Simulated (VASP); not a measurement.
A run of VASP 6.6.1 is set up as follows.

Contents of INCAR:

```
PREC = Accurate
ENCUT = 520
EDIFF = 1E-6
ISMEAR = 0
SIGMA = 0.05
LREAL = F
LASPH = T
NELM = 60
ALGO = Normal
ISIF = 2
LWAVE = F
LCHARG = F
LDIPOL = T
IDIPOL = 3
DIPOL = 0.5 0.5 0.500
GGA = PE
NBANDS = 50
```

The input KPOINTS:

```
regular mesh
0
Gamma
  8 8 1
```

File POSCAR:

```
PbS
1.0
    4.2490215878      0.0000000000      0.0000000000
    0.0000000000      4.2490215878      0.0000000000
    0.0000000000      0.0000000000     24.0135359345
Pb S
4 4
Direct
    0.0000000000      0.0000000000      0.3123238502
    0.5000000000      0.5000000000      0.4374412834
    0.0000000000      0.0000000000      0.5625587166
    0.5000000000      0.5000000000      0.6876761498
    0.5000000000      0.5000000000      0.3123238502
    0.0000000000      0.0000000000      0.4374412834
    0.5000000000      0.5000000000      0.5625587166
    0.0000000000      0.0000000000      0.6876761498
```

Potentials or basis: VASP PAW PBE potentials, release 64 (Pb_d, S).

Command:

```console
$ cat potpaw_PBE.64/Pb_d/POTCAR potpaw_PBE.64/S/POTCAR > POTCAR
$ mpirun -np 1 vasp_std > vasp.out
```

Problem. Estimate the band gap on the k mesh.

Solution. 1.12 eV.

Problem. Estimate the largest force.

Solution. 0.441 eV/Å.

Forces on the atoms (eV/Å):
```
Pb   0.000  0.000  0.379
Pb   0.000  0.000 -0.397
Pb   0.000  0.000  0.397
Pb   0.000  0.000 -0.379
S    0.000  0.000  0.265
S    0.000  0.000 -0.441
S    0.000  0.000  0.441
S    0.000  0.000 -0.265
```

Caveat: spin-orbit coupling is left out, which moves the levels of the heavy elements.
